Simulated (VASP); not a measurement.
Mg4O: single point with LDA

The system is Mg4O, a slab with vacuum.

```
Mg O
1.0
     3.14661    0.00000    0.00000
     0.00000    5.03889    0.00000
     0.00000    0.00000   20.58461
Mg O
4 1
Direct
  0.00000 0.75000 0.19432
  0.50000 0.25000 0.23845
  0.50000 0.75000 0.33061
  0.00000 0.25000 0.36846
  0.37500 0.62500 0.45833
```

```
Program             : VASP 6.6.1
Task                : single point
Functional          : LDA
Potentials or basis : VASP PAW LDA potentials, release 64 (Mg, O)
Cutoff              : 520 eV
k mesh              : 8 × 5 × 1
Occupations         : gaussian, width 0.1 eV
Spin                : no spin polarisation
```

```yaml
Largest_force: 3.191 eV/Å
Band_gap_on_the_k_mesh: zero (bands 7 and 8 overlap by 0.32 eV)
```

Forces in eV/Å, atoms in the order of the input:
```
Mg   0.002 -0.015  0.264
Mg   0.017  0.016 -0.025
Mg  -0.135 -0.274  1.285
Mg   0.164  0.751  1.631
O   -0.048 -0.478 -3.155
```

Levels at points of the mesh, in eV from the Fermi level:
| k point | band 4 | band 5 | band 6 | band 7 | band 8 | band 9 | band 10 | band 11 |
| --- | --- | --- | --- | --- | --- | --- | --- | --- |
| (0.00, 0.00, 0.00) | -1.22 | -0.88 | -0.59 | -0.08 | 0.24 | 0.32 | 1.62 | 2.46 |
| (0.50, 0.00, 0.00) | -1.28 | -0.91 | -0.26 | 0.10 | 0.39 | 2.57 | 2.84 | 3.09 |

It took 2.7 min on 1 thread of Intel Xeon 6975P-C, with other jobs on the host, peak memory 0.35 GiB.
